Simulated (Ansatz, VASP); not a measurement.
Ga in VASP and in Ansatz

The input INCAR:

```
  PREC = Accurate
  ENCUT = 400
  EDIFF = 1E-6
  ISMEAR = -1
  SIGMA = 0.1
  LREAL = False
  LASPH = True
  NELM = 200
  ALGO = Normal
  ISIF = 2
  LWAVE = False
  LCHARG = True
  ISPIN = 2
  MAGMOM = 1
  LORBIT = 11
  GGA = PE
  LELF = True
  LVHAR = True
  NBANDS = 16
  GGA_COMPAT = False
```

The input KPOINTS:

```
regular mesh
0
Gamma
  1 1 1
```

Contents of POSCAR:

```
Ga
1.0
    8.5000000000      0.0000000000      0.0000000000
    0.0000000000      8.8000000000      0.0000000000
    0.0000000000      0.0000000000      9.1000000000
Ga
1
Direct
    0.5075317700      0.5007707500      0.4968254200
```

Input for Ansatz:

```yaml
crystal:
  lattice:
    - [8.5, 0.0, 0.0]
    - [0.0, 8.8, 0.0]
    - [0.0, 0.0, 9.1]
  atoms:
    - { symbol: Ga, position: [0.50753177, 0.50077075, 0.49682542], spin: 1 }
kpoints:
  mp_grid: { grid: [1, 1, 1] }
hamiltonian:
  xc: pbe
  pseudopotentials: { kind: nc }
output:
  forces: true
magnetization:
  spin_polarized: true
scf:
  occupations: { method: fermi_dirac, width: 0.1 }
```

Alike in both runs: task single point; functional PBE; k mesh 1 × 1 × 1; occupations fermi-dirac, width 0.1 eV; collinear spin.

```csv
,VASP,Ansatz
version,VASP 6.6.1,Ansatz 0.2 development build
potentials or method,"VASP PAW PBE potentials, release 64 (Ga_d)",scalar-relativistic
plane-wave cutoff (eV),400,1088
```

```tsv
	VASP	Ansatz	Ansatz less VASP
net moment per atom (μB)	1.00	1.00	+0.001
size of the moment on the site where the two differ most (μB)	0.28	0.98	+0.699
```

Site moments also hang on the region over which each program counts them.
